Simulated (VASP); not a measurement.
# MoS2 (P-3m1) in VASP: notebook, part 3 of 3

VASP 6.6.1.

**4. Single point, PBE, collinear spin (19.14 Å³/atom)**

This run uses another cell than the first one, of 19.14 Å³/atom.

INCAR reads:

```
PREC = Accurate ; ENCUT = 520
EDIFF = 1E-6 ; ISMEAR = 0
SIGMA = 0.05 ; LREAL = False
LASPH = True ; NELM = 150
ALGO = Normal ; ISIF = 2
LWAVE = False ; LCHARG = True
ISPIN = 2 ; MAGMOM = 0.05 0 0
LORBIT = 11 ; LMAXMIX = 4
GGA = PE ; LELF = True
LVHAR = True ; NBANDS = 24
```

KPOINTS reads:

```
regular mesh
0
Gamma
  12 12 6
```

POSCAR reads:

```
MoS2
1.0
    3.1896866392      0.0000000000      0.0000000000
   -1.5948433196      2.7623496596      0.0000000000
    0.0000000000      0.0000000000      6.5159782626
Mo S
1 2
Direct
    0.0000000000      0.0000000000      0.0000000000
    0.3333333333      0.6666666667      0.2431495074
    0.6666666667      0.3333333333      0.7568504926
```

Potentials or basis: VASP PAW PBE potentials, release 64 (Mo_sv, S).

Started as:

```console
> cat potpaw_PBE.64/Mo_sv/POTCAR potpaw_PBE.64/S/POTCAR > POTCAR
> mpirun -np 1 vasp_std > vasp.out
```

OUTCAR:

```text
PREC = Accurate
   ENCUT = 520
   EDIFF = 1E-6
   ISMEAR = 0
   LREAL = False
   LASPH = True
   NELM = 150
   ISIF = 2
   ISPIN = 2
   LORBIT = 11
   GGA = PE

 ion  position               nearest neighbor table
   1  0.000  0.000  0.000-   2 2.43   3 2.43   2 2.43   3 2.43   3 2.43   2 2.43
   2  0.333  0.667  0.243-   1 2.43   1 2.43   1 2.43
   3  0.667  0.333  0.757-   1 2.43   1 2.43   1 2.43

  LATTYP: Found a hexagonal cell.
 ALAT       =     3.1896866392
 C/A-ratio  =     2.0428270861

  Lattice vectors:

 A1 = (   3.1896866392,   0.0000000000,   0.0000000000)
 A2 = (  -1.5948433196,   2.7623496596,   0.0000000000)
 A3 = (   0.0000000000,   0.0000000000,   6.5159782626)

Analysis of symmetry for initial positions (statically):
=====================================================================
 Subroutine PRICEL returns:
 Original cell was already a primitive cell.

 Routine SETGRP: Setting up the symmetry group for a
 hexagonal supercell.

 Subroutine GETGRP returns: Found 12 space group operations
 (whereof 12 operations were pure point group operations)
 out of a pool of 24 trial point group operations.

The static configuration has the point symmetry D_3d.

Analysis of symmetry for dynamics (positions and initial velocities):
=====================================================================
 Subroutine PRICEL returns:
 Original cell was already a primitive cell.

 Routine SETGRP: Setting up the symmetry group for a
 hexagonal supercell.

 Subroutine GETGRP returns: Found 12 space group operations
 (whereof 12 operations were pure point group operations)
 out of a pool of 24 trial point group operations.

The dynamic configuration has the point symmetry D_3d.

Analysis of structural, dynamic, and magnetic symmetry:
=====================================================================
 Subroutine PRICEL returns:
 Original cell was already a primitive cell.

 Routine SETGRP: Setting up the symmetry group for a
 hexagonal supercell.

 Subroutine GETGRP returns: Found 12 space group operations
 (whereof 12 operations were pure point group operations)
 out of a pool of 24 trial point group operations.

The overall configuration has the point symmetry D_3d.

 Subroutine INISYM returns: Found 12 space group operations
 (whereof 12 operations are pure point group operations),
 and found     1 'primitive' translations

----------------------------------------------------------------------------------------

                                     Primitive cell

  volume of cell :      57.4125

  direct lattice vectors                    reciprocal lattice vectors
     3.189686639  0.000000000  0.000000000     0.313510421  0.181005326  0.000000000
    -1.594843320  2.762349660  0.000000000     0.000000000  0.362010652  0.000000000
     0.000000000  0.000000000  6.515978263     0.000000000  0.000000000  0.153468897

  length of vectors
     3.189686639  3.189686639  6.515978263     0.362010652  0.362010652  0.153468897

  position of ions in fractional coordinates (direct lattice)
     0.000000000  0.000000000  0.000000000
     0.333333333  0.666666667  0.243149507
     0.666666667  0.333333333  0.756850493

[... 71 lines left out ...]
   ISPIN  =      2    spin polarized calculation?
   LNONCOLLINEAR =      F non collinear calculations
   LSORBIT =      F    spin-orbit coupling
   LASPH  =      T    aspherical Exc in radial PAW
   ENCUT  =  520.0 eV  38.22 Ry    6.18 a.u.   5.93  5.93 12.12*2*pi/ulx,y,z
   NELM   =    150;   NELMIN=  2; NELMDL= -5     # of ELM steps
   EDIFF  = 0.1E-05   stopping-criterion for ELM
   LREAL  =      F    real-space projection
   EDIFFG = 0.1E-04   stopping-criterion for IOM
   NSW    =      0    number of steps for IOM
   IBRION =     -1    ionic relax: 0-MD 1-quasi-New 2-CG
   NFREE  =      0    steps in history (QN), initial steepest desc. (CG)
   ISIF   =      2    stress and relaxation
   ISYM   =      2    0-nonsym 1-usesym 2-fastsym
   POTIM  = 0.5000    time-step for ionic-motion
   TEBEG  =    0.0;   TEEND  =   0.0 temperature during run
   PSTRESS=    0.0 pullay stress
   NELECT =      26.0000    total number of electrons
   NUPDOWN=      -1.0000    fix difference up-down
   EMIN   =  10.00;   EMAX   =-10.00  energy-range for DOS
   EFERMI =   0.00;   METHOD = LEGACY
   ISMEAR =     0;   SIGMA  =   0.05  broadening in eV -4-tet -1-fermi 0-gaus
   EFERMI_NEDOS =   21; number of points for ismear=-14 and -15
   IALGO  =     38    algorithm
   IMIX   =      4    mixing-type and parameters
     AMIX     =   0.40;   BMIX     =  1.00
     AMIX_MAG =   1.60;   BMIX_MAG =  1.00
  volume/ion in A,a.u.               =      19.14       129.15
  Fermi-wavevector in a.u.,A,eV,Ry     =   1.257179  2.375724 21.504001  1.580499
  Thomas-Fermi vector in A             =   2.390851
   LORBIT       =     11    0 simple, 1 ext, 2 COOP (PROOUT), +10 PAW based schemes
   GGA     = PE    functional components
   LHFCALC =     F    Hartree Fock is set to
   AEXX    =    0.0000 exact exchange contribution
   IVDW    =     0    specifies the selected vdW correction
   LEPSILON=     F    determine dielectric tensor
   LRPA    =     F    only Hartree local field effects (RPA)
 spin polarized calculation
 Gauss-broadening in eV      SIGMA  =   0.05
  energy-cutoff  :      520.00
  volume of cell :       57.41
 maximum number of plane-waves:      1564
   NGX = 11   NGY = 11   NGZ = 25

 number of electron      26.0000000 magnetization      -0.0000062

 number of electron      26.0000000 magnetization       0.0000068

 Free energy of the ion-electron system (eV)
  ---------------------------------------------------
  ext. energy  EPLUGINS =         0.00000000
  ---------------------------------------------------
  free energy    TOTEN  =       -21.01530506 eV

  energy without entropy =      -21.01362355  energy(sigma->0) =      -21.01446431

 E-fermi :   6.8468     XC(G=0): -10.3824

 val. band max:        6.8457902144   @ k =   0.2500   0.1667   0.3333
 cond. band min:       6.8773935327   @ k =   0.0833   0.0000   0.1667
 fundamental gap:      0.0316033183
 Fermi energy:         6.8468247120

 spin component 1

 k-point     1 :       0.0000    0.0000    0.0000
  band No.  band energies     occupation
      1     -54.9487      1.00000
      2     -28.9956      1.00000
      3     -28.9235      1.00000
      4     -28.9235      1.00000
      5      -8.0246      1.00000
      6      -6.7093      1.00000
[... 637 lines left out ...]
     23      18.0151      0.00000
     24      18.1951      0.00000

 [... further k-points ...]

 spin component 2

 k-point     1 :       0.0000    0.0000    0.0000
  band No.  band energies     occupation
      1     -54.9486      1.00000
      2     -28.9956      1.00000
      3     -28.9235      1.00000
      4     -28.9235      1.00000
      5      -8.0246      1.00000
      6      -6.7093      1.00000
[... 637 lines left out ...]
     23      18.0151      0.00000
     24      18.1951      0.00000

 [... further k-points ...]

------------------------ aborting loop because EDIFF is reached ----------------------------------------

  FORCE on cell =-STRESS in cart. coord.  units (eV):
  Direction    XX          YY          ZZ          XY          YZ          ZX
  --------------------------------------------------------------------------------------
  -------------------------------------------------------------------------------------
  Total        0.0998384      0.0998384      0.0688679      0.0000000      0.0000000      0.0000000
  in kB        2.7861335      2.7861335      1.9218580      0.0000000      0.0000000      0.0000000
  external PRESSURE =       2.4980417 kB  Pullay stress =       0.0000000 kB

 VOLUME and BASIS-vectors are now :
 -----------------------------------------------------------------------------
  energy-cutoff  :      520.00
  volume of cell :       57.41
      direct lattice vectors                 reciprocal lattice vectors
     3.189686639  0.000000000  0.000000000     0.313510421  0.181005326  0.000000000
    -1.594843320  2.762349660  0.000000000     0.000000000  0.362010652  0.000000000
     0.000000000  0.000000000  6.515978263     0.000000000  0.000000000  0.153468897

 POSITION                                       TOTAL-FORCE (eV/Angst)
 -----------------------------------------------------------------------------------
      0.00000      0.00000      0.00000         0.000000      0.000000      0.000000
     -0.00000      1.84157      1.58436        -0.000000      0.000000     -0.014055
      1.59484      0.92078      4.93162        -0.000000     -0.000000      0.014055
 -----------------------------------------------------------------------------------
    total drift:                                0.000000      0.000000      0.000000

  FREE ENERGIE OF THE ION-ELECTRON SYSTEM (eV)
  ---------------------------------------------------
  free  energy   TOTEN  =       -21.0153050648 eV

  energy  without entropy=      -21.0136235491  energy(sigma->0) =      -21.01446431

 total charge

# of ion       s       p       d       tot
------------------------------------------
    1        2.288   6.210   3.884  12.381
    2        1.367   2.317   0.000   3.684
    3        1.367   2.317   0.000   3.684
--------------------------------------------------
tot          5.022  10.844   3.884  19.749

 magnetization (x)

# of ion       s       p       d       tot
------------------------------------------
    1       -0.000  -0.000  -0.000  -0.000
    2       -0.000   0.000   0.000   0.000
    3       -0.000   0.000   0.000   0.000
--------------------------------------------------
tot         -0.000  -0.000  -0.000  -0.000
```

stdout:

```text
POSCAR found type information on POSCAR MoS
 POSCAR found :  2 types and       3 ions
 scaLAPACK will be used
 LDA part: xc-table for (Slater+PW92), standard interpolation
 POSCAR, INCAR and KPOINTS ok, starting setup
 FFT: planning ... GRIDC
 FFT: planning ... GRID_SOFT
 FFT: planning ... GRID
 WAVECAR not read
 entering main loop
```

Wall time 5.1 min (1 thread of AMD EPYC 7R43 (Zen 3), shared host); peak memory 0.29 GiB.

Results:

| Item | Value |
| --- | --- |
| Free energy | -21.0153 eV |
| Pressure | 0.2 GPa |
| Largest force | 0.014 eV/Å |
| Band gap on the k mesh | zero (filled and empty bands overlap) |
| Net moment | 0.00 μB per cell |
| Valence electrons inside the program's atomic spheres | Mo 12.38; S 3.68 |

Forces in eV/Å, atoms in the order of the input:
```
Mo   0.000  0.000  0.000
S    0.000  0.000 -0.014
S    0.000  0.000  0.014
```

Caveat: this functional lacks dispersion, which binds layers or chains, so the pressure and a relaxed spacing across them are unreliable.

**5. The runs side by side**

```csv
spin,cell,gap on the mesh (eV),pressure (GPa),moment (μB),largest force (eV/Å)
off,"a = 3.193, b = 3.193, c = 6.772 Å, angles 90.0, 90.0, 120.0°, 3 atoms, atomic positions A",none,-0.1,-,0.01
collinear,"a = 3.188, b = 3.188, c = 6.420 Å, angles 90.0, 90.0, 120.0°, 3 atoms, atomic positions B",none,0.5,0.00,0.01
collinear,"a = 3.190, b = 3.190, c = 6.516 Å, angles 90.0, 90.0, 120.0°, 3 atoms, atomic positions C",none,0.2,0.00,0.01
```

Alike in all rows: task single point; level PBE; potentials or basis VASP PAW PBE potentials, release 64 (Mo_sv, S); k mesh 12 × 12 × 6; cutoff (eV) 520; smearing gaussian 0.05 eV.

Caveats: this functional lacks dispersion, which binds layers or chains, so the pressure and a relaxed spacing across them are unreliable.

Absolute energies hang on the potentials; compare differences alone.

The gap in the log of VASP goes by the Fermi energy; the results here count the filled bands.